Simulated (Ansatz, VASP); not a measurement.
# One calculation of Sb, two programs

```
CELL_PARAMETERS angstrom
3.16000 0.00000 0.00000
0.00000 3.34960 0.00000
0.00000 0.00000 3.16000
ATOMIC_POSITIONS crystal
Sb 0.00000 0.00000 0.00000
```

Change from the starting cell: strain +0.0600 x Voigt [0, 1, 0, 0, 0, 0], atoms carried along.

Alike in both runs: task single point; functional PBE; k mesh 16 × 16 × 16; occupations gaussian, width 0.15 eV; no spin polarisation.

|  | VASP | Ansatz |
| --- | --- | --- |
| version | VASP 6.6.1 | Ansatz 0.2.0 |
| potentials or method | VASP PAW PBE potentials, release 64 (Sb), cutoff 520 eV | scalar-relativistic, plane waves, PAW |
| valence electrons in the cell | 5 | 15 |

VASP gave:

| Property | Result |
| --- | --- |
| gap on the k mesh at the Fermi level (eV) | none |
| pressure (GPa) | -4.4 |
| traceless stress, the component that is largest in VASP (GPa) | -2.51 |

Question: Which values does Ansatz return?

Answer: gap on the k mesh at the Fermi level (eV): none; pressure (GPa): -4.3; traceless stress, the component that is largest in VASP (GPa): -2.51.

A gap of «none» marks a metal or a gap that the smearing closes. VASP's potentials hold 5 valence electrons a cell and Ansatz's 15, so a difference there can come from the potentials and not from the codes.

Spin-orbit coupling is off throughout.
